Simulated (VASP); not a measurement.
Pb:

```xyz
1
Lattice="0.0000 2.4750 2.4750 2.4750 0.0000 2.4750 2.4750 2.4750 0.0000" Properties=species:S:1:pos:R:3 pbc="T T T"
Pb    0.0000    0.0000    0.0000
```

```yaml
Program: VASP 6.6.1
Task: relaxation of cell and atoms
Functional: PBE
Potentials_or_basis: VASP PAW PBE potentials, release 64 (Pb_d)
Cutoff: 500 eV
k_mesh: 15 × 15 × 15
Occupations: fermi-dirac, width 0.05 eV
Spin: no spin polarisation
```

At the start: pressure 2.3 GPa; volume 30.32 Å³/atom.

Problem. How do energy, volume and symmetry change on relaxing?

Solution. Over 3 steps the energy falls by 11.4 meV/atom and the volume is 31.96 Å³/atom (+5.4 %); space group Fm-3m (No. 225, to 0.1 Å) before and after.

Step by step:
| step | energy change (eV) | largest force (eV/Å) | pressure (GPa) | volume (Å³) |
| --- | --- | --- | --- | --- |
| 1 | 0.0000 | 0.0000 | 2.34 | 30.32 |
| 2 | -0.0110 | 0.0000 | -0.41 | 32.31 |
| 3 | -0.0114 | 0.0000 | 0.01 | 31.96 |

Final structure:
```
Pb
1.0
     0.00000    2.51880    2.51880
     2.51880    0.00000    2.51880
     2.51880    2.51880    0.00000
Pb
1
Direct
  0.00000 0.00000 0.00000
```
